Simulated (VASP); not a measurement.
# ZnO (P6_3mc) in VASP: a series of runs

ZnO is run at these levels: PBE+D3(BJ), r2SCAN+rVV10; tasks: single point.

Everything below comes from runs of VASP 6.6.1. Logs are shortened: lines on timing, memory, paths and dates and some standing lists are left out, and cuts for length are marked.

## 1. The cell of the first run

It takes space group P6_3mc (No. 186, hexagonal). The conventional cell has a = 3.292 Å, b = 3.292 Å, c = 5.274 Å, α = 90.00°, β = 90.00°, γ = 120.00°. Within 2.6 Å of Zn (site symmetry 3m) lie 4 O at 2.00 Å. Within 2.6 Å of O (site symmetry 3m) lie 4 Zn at 2.00 Å.

## 2. Single point, PBE+D3(BJ)

Contents of INCAR:

```
PREC = Accurate
ENCUT = 520
EDIFF = 1E-6
ISMEAR = -1
SIGMA = 0.05
LREAL = F
LASPH = T
NELM = 80
ALGO = Normal
ISIF = 2
LWAVE = F
LCHARG = T
GGA = PE
IVDW = 12
LELF = T
LVHAR = T
NBANDS = 26
```

Contents of KPOINTS:

```
regular mesh
0
Gamma
  9 9 5
```

Contents of POSCAR:

```
ZnO
1.0
    3.2920669561      0.0000000000      0.0000000000
   -1.6460334781      2.8510136149      0.0000000000
    0.0000000000      0.0000000000      5.2742130269
Zn O
2 2
Direct
    0.6666666667      0.3333333333      0.0000000000
    0.3333333333      0.6666666667      0.5000000000
    0.3333333333      0.6666666667      0.8790100000
    0.6666666667      0.3333333333      0.3790100000
```

Potentials or basis: VASP PAW PBE potentials, release 64 (Zn, O).

Command:

```console
$ cat potpaw_PBE.64/Zn/POTCAR potpaw_PBE.64/O/POTCAR > POTCAR
$ mpirun -np 1 vasp_std > vasp.out
```

OUTCAR:

```text
PREC = Accurate
   ENCUT = 520
   EDIFF = 1E-6
   ISMEAR = -1
   LREAL = F
   LASPH = T
   NELM = 80
   ISIF = 2
   GGA = PE
   IVDW = 12
 IVDW          = 12

 ion  position               nearest neighbor table
   1  0.667  0.333  0.000-   4 2.00   3 2.00   3 2.00   3 2.00
   2  0.333  0.667  0.500-   3 2.00   4 2.00   4 2.00   4 2.00
   3  0.333  0.667  0.879-   2 2.00   1 2.00   1 2.00   1 2.00
   4  0.667  0.333  0.379-   1 2.00   2 2.00   2 2.00   2 2.00

  LATTYP: Found a hexagonal cell.
 ALAT       =     3.2920669561
 C/A-ratio  =     1.6020977390

  Lattice vectors:

 A1 = (   3.2920669561,   0.0000000000,   0.0000000000)
 A2 = (  -1.6460334781,   2.8510136149,   0.0000000000)
 A3 = (   0.0000000000,   0.0000000000,   5.2742130269)

Analysis of symmetry for initial positions (statically):
=====================================================================
 Subroutine PRICEL returns:
 Original cell was already a primitive cell.

 Routine SETGRP: Setting up the symmetry group for a
 hexagonal supercell.

 Subroutine GETGRP returns: Found 12 space group operations
 (whereof  6 operations were pure point group operations)
 out of a pool of 24 trial point group operations.

The static configuration has the point symmetry C_3v.
 The point group associated with its full space group is C_6v.

Analysis of symmetry for dynamics (positions and initial velocities):
=====================================================================
 Subroutine PRICEL returns:
 Original cell was already a primitive cell.

 Routine SETGRP: Setting up the symmetry group for a
 hexagonal supercell.

 Subroutine GETGRP returns: Found 12 space group operations
 (whereof  6 operations were pure point group operations)
 out of a pool of 24 trial point group operations.

The dynamic configuration has the point symmetry C_3v.
 The point group associated with its full space group is C_6v.

 Subroutine INISYM returns: Found 12 space group operations
 (whereof  6 operations are pure point group operations),
 and found     1 'primitive' translations

----------------------------------------------------------------------------------------

                                     Primitive cell

  volume of cell :      49.5023

  direct lattice vectors                    reciprocal lattice vectors
     3.292066956  0.000000000  0.000000000     0.303760529  0.175376223  0.000000000
    -1.646033478  2.851013615  0.000000000     0.000000000  0.350752446  0.000000000
     0.000000000  0.000000000  5.274213027     0.000000000  0.000000000  0.189601746

  length of vectors
     3.292066956  3.292066956  5.274213027     0.350752446  0.350752446  0.189601746

  position of ions in fractional coordinates (direct lattice)
     0.666666667  0.333333333  0.000000000
     0.333333333  0.666666667  0.500000000
     0.333333333  0.666666667  0.879010000
     0.666666667  0.333333333  0.379010000

  ion indices of the primitive-cell ions
   primitive index   ion index
                 1           1
                 2           2
                 3           3
                 4           4

----------------------------------------------------------------------------------------

 KPOINTS: regular mesh

Automatic generation of k-mesh.
 Grid dimensions read from file:
 generate k-points for:    9    9    5

 Generating k-lattice:

  Cartesian coordinates                     Fractional coordinates (reciprocal lattice)
     0.033751170  0.019486247  0.000000000     0.111111111  0.000000000  0.000000000
     0.000000000  0.038972494  0.000000000     0.000000000  0.111111111  0.000000000
     0.000000000  0.000000000  0.037920349     0.000000000  0.000000000  0.200000000

  Length of vectors
     0.038972494  0.038972494  0.037920349

  Shift w.r.t. Gamma in fractional coordinates (k-lattice)
     0.000000000  0.000000000  0.000000000

 Subroutine IBZKPT returns following result:
 ===========================================

 Found     36 irreducible k-points:

 Following reciprocal coordinates:
            Coordinates               Weight
  0.000000  0.000000  0.000000      1.000000
  0.111111  0.000000  0.000000      6.000000
  0.222222  0.000000  0.000000      6.000000
  0.333333  0.000000  0.000000      6.000000
  0.444444  0.000000  0.000000      6.000000
  0.111111  0.111111  0.000000      6.000000
[... 16 lines left out ...]
  0.333333  0.222222  0.200000     24.000000
  0.333333  0.333333  0.200000      4.000000
 [... further k-points ...]
   k-points           NKPTS =     36   k-points in BZ     NKDIM =     36   number of bands    NBANDS=     26
   number of dos      NEDOS =    301   number of ions     NIONS =      4
   total plane-waves  NPLWV =  23040
   dimension x,y,z NGX =    24 NGY =   24 NGZ =   40
   dimension x,y,z NGXF=    48 NGYF=   48 NGZF=   80
   ions per type =               2   2
   NGX,Y,Z   is equivalent  to a cutoff of  12.12, 12.12, 12.61 a.u.
   NGXF,Y,Z  is equivalent  to a cutoff of  24.24, 24.24, 25.22 a.u.
 SYSTEM =  unknown system
   PREC   = accura    normal or accurate (medium, high low for compatibility)
   ISTART =      0    job   : 0-new  1-cont  2-samecut
   ICHARG =      2    charge: 1-file 2-atom 10-const
   ISPIN  =      1    spin polarized calculation?
   LNONCOLLINEAR =      F non collinear calculations
   LSORBIT =      F    spin-orbit coupling
   LASPH  =      T    aspherical Exc in radial PAW
   ENCUT  =  520.0 eV  38.22 Ry    6.18 a.u.   6.12  6.12  9.81*2*pi/ulx,y,z
   NELM   =     80;   NELMIN=  2; NELMDL= -5     # of ELM steps
   EDIFF  = 0.1E-05   stopping-criterion for ELM
   LREAL  =      F    real-space projection
   EDIFFG = 0.1E-04   stopping-criterion for IOM
   NSW    =      0    number of steps for IOM
   IBRION =     -1    ionic relax: 0-MD 1-quasi-New 2-CG
   NFREE  =      0    steps in history (QN), initial steepest desc. (CG)
   ISIF   =      2    stress and relaxation
   ISYM   =      2    0-nonsym 1-usesym 2-fastsym
   POTIM  = 0.5000    time-step for ionic-motion
   TEBEG  =    0.0;   TEEND  =   0.0 temperature during run
   PSTRESS=    0.0 pullay stress
   NELECT =      36.0000    total number of electrons
   NUPDOWN=      -1.0000    fix difference up-down
   EMIN   =  10.00;   EMAX   =-10.00  energy-range for DOS
   EFERMI =   0.00;   METHOD = LEGACY
   ISMEAR =    -1;   SIGMA  =   0.05  broadening in eV -4-tet -1-fermi 0-gaus
   EFERMI_NEDOS =   21; number of points for ismear=-14 and -15
   IALGO  =     38    algorithm
   IMIX   =      4    mixing-type and parameters
     AMIX     =   0.40;   BMIX     =  1.00
     AMIX_MAG =   1.60;   BMIX_MAG =  1.00
  volume/ion in A,a.u.               =      12.38        83.51
  Fermi-wavevector in a.u.,A,eV,Ry     =   1.472201  2.782057 29.488940  2.167376
  Thomas-Fermi vector in A             =   2.587244
   LORBIT       =      0    0 simple, 1 ext, 2 COOP (PROOUT), +10 PAW based schemes
   GGA     = PE    functional components
   LHFCALC =     F    Hartree Fock is set to
   AEXX    =    0.0000 exact exchange contribution
   IVDW    =    12    specifies the selected vdW correction
   LEPSILON=     F    determine dielectric tensor
   LRPA    =     F    only Hartree local field effects (RPA)
 non-spin polarized calculation
  energy-cutoff  :      520.00
  volume of cell :       49.50
 maximum number of plane-waves:      1362
   NGX = 13   NGY = 13   NGZ = 19

 number of electron      36.0000020 magnetization

 Free energy of the ion-electron system (eV)
  ---------------------------------------------------
  ext. energy  EPLUGINS =         0.00000000
  ---------------------------------------------------
  free energy    TOTEN  =       -17.86048088 eV

  energy without entropy =      -17.86047394  energy(sigma->0) =      -17.86047741

 E-fermi :   1.2615     XC(G=0): -10.7038

 val. band max:        0.8532532383   @ k =   0.0000   0.0000   0.0000
 cond. band min:       1.5845087761   @ k =   0.0000   0.0000   0.0000
 fundamental gap:      0.7312555377
 Fermi energy:         1.2615249034

 k-point     1 :       0.0000    0.0000    0.0000
  band No.  band energies     occupation
      1     -16.9268      2.00000
      2     -16.2542      2.00000
      3      -4.6544      2.00000
      4      -4.6544      2.00000
      5      -4.6199      2.00000
      6      -4.4771      2.00000
[... 18 lines left out ...]
     25      14.7143      0.00000
     26      14.7217      0.00000

 k-point     2 :       0.1111    0.0000    0.0000
  band No.  band energies     occupation
      1     -16.8649      2.00000
      2     -16.2276      2.00000
      3      -4.7207      2.00000
      4      -4.6184      2.00000
      5      -4.5808      2.00000
      6      -4.4801      2.00000
[... 18 lines left out ...]
     25      14.8446      0.00000
     26      14.8580      0.00000

 k-point     3 :       0.2222    0.0000    0.0000
  band No.  band energies     occupation
      1     -16.6997      2.00000
      2     -16.1641      2.00000
      3      -4.8459      2.00000
      4      -4.5548      2.00000
      5      -4.5347      2.00000
      6      -4.4262      2.00000
[... 18 lines left out ...]
     25      14.1879      0.00000
     26      14.8233      0.00000

 k-point     4 :       0.3333    0.0000    0.0000
  band No.  band energies     occupation
      1     -16.4904      2.00000
      2     -16.1057      2.00000
      3      -4.9085      2.00000
      4      -4.5810      2.00000
      5      -4.4595      2.00000
      6      -4.2625      2.00000
[... 18 lines left out ...]
     25      14.0200      0.00000
     26      14.6445      0.00000
[... 496 lines left out ...]
      1     -16.3584      2.00000
      2     -16.1156      2.00000
      3      -4.7643      2.00000
      4      -4.6987      2.00000
      5      -4.3736      2.00000
      6      -4.3323      2.00000
[... 18 lines left out ...]
     25      12.7314      0.00000
     26      15.8954      0.00000

 k-point    23 :       0.3333    0.2222    0.2000
  band No.  band energies     occupation
      1     -16.2277      2.00000
      2     -16.1080      2.00000
      3      -4.7150      2.00000
      4      -4.5412      2.00000
      5      -4.3955      2.00000
      6      -4.1952      2.00000
[... 18 lines left out ...]
     25      13.5199      0.00000
     26      14.9041      0.00000

 k-point    24 :       0.3333    0.3333    0.2000
  band No.  band energies     occupation
      1     -16.1442      2.00000
      2     -16.1442      2.00000
      3      -4.6460      2.00000
      4      -4.4360      2.00000
      5      -4.4360      2.00000
      6      -4.0755      2.00000
[... 18 lines left out ...]
     25      14.2544      0.00000
     26      15.0744      0.00000

 [... further k-points ...]

------------------------ aborting loop because EDIFF is reached ----------------------------------------

 Edisp (eV)   -0.86166

 E8    (eV) :    -0.3253

  FORCE on cell =-STRESS in cart. coord.  units (eV):
  Direction    XX          YY          ZZ          XY          YZ          ZX
  --------------------------------------------------------------------------------------
  -------------------------------------------------------------------------------------
  Total      -0.93264    -0.93264    -0.42986     0.00000    -0.00000     0.00000
  in kB     -30.18555   -30.18555   -13.91275     0.00000    -0.00000     0.00000
  external pressure =      -24.76 kB  Pullay stress =        0.00 kB

 VOLUME and BASIS-vectors are now :
 -----------------------------------------------------------------------------
  energy-cutoff  :      520.00
  volume of cell :       49.50
      direct lattice vectors                 reciprocal lattice vectors
     3.292066956  0.000000000  0.000000000     0.303760529  0.175376223  0.000000000
    -1.646033478  2.851013615  0.000000000     0.000000000  0.350752446  0.000000000
     0.000000000  0.000000000  5.274213027     0.000000000  0.000000000  0.189601746

 POSITION                                       TOTAL-FORCE (eV/Angst)
 -----------------------------------------------------------------------------------
      1.64603      0.95034      0.00000         0.000000      0.000000     -0.058567
     -0.00000      1.90068      2.63711         0.000000     -0.000000     -0.058567
     -0.00000      1.90068      4.63609         0.000000     -0.000000      0.058567
      1.64603      0.95034      1.99898        -0.000000      0.000000      0.058567
 -----------------------------------------------------------------------------------
    total drift:                               -0.000001     -0.000001     -0.000959

  FREE ENERGIE OF THE ION-ELECTRON SYSTEM (eV)
  ---------------------------------------------------
  free  energy   TOTEN  =       -18.7221361926 eV

  energy  without entropy=      -18.7221292592  energy(sigma->0) =      -18.72213273
```

Wall time 31 s (1 thread of Intel Xeon Platinum 8488C (Sapphire Rapids), shared host); peak memory 0.18 GiB.

Results:

| Quantity | Value |
| --- | --- |
| Free energy | -18.7221 eV |
| Pressure | -2.5 GPa |
| Largest force | 0.059 eV/Å |
| Band gap on the k mesh | 0.73 eV |
| Dispersion energy per atom | -0.215 eV |

Forces on the atoms (eV/Å):
```
Zn   0.000  0.000 -0.059
Zn   0.000  0.000 -0.059
O    0.000  0.000  0.059
O    0.000  0.000  0.059
```

[end of part 1 of 2]
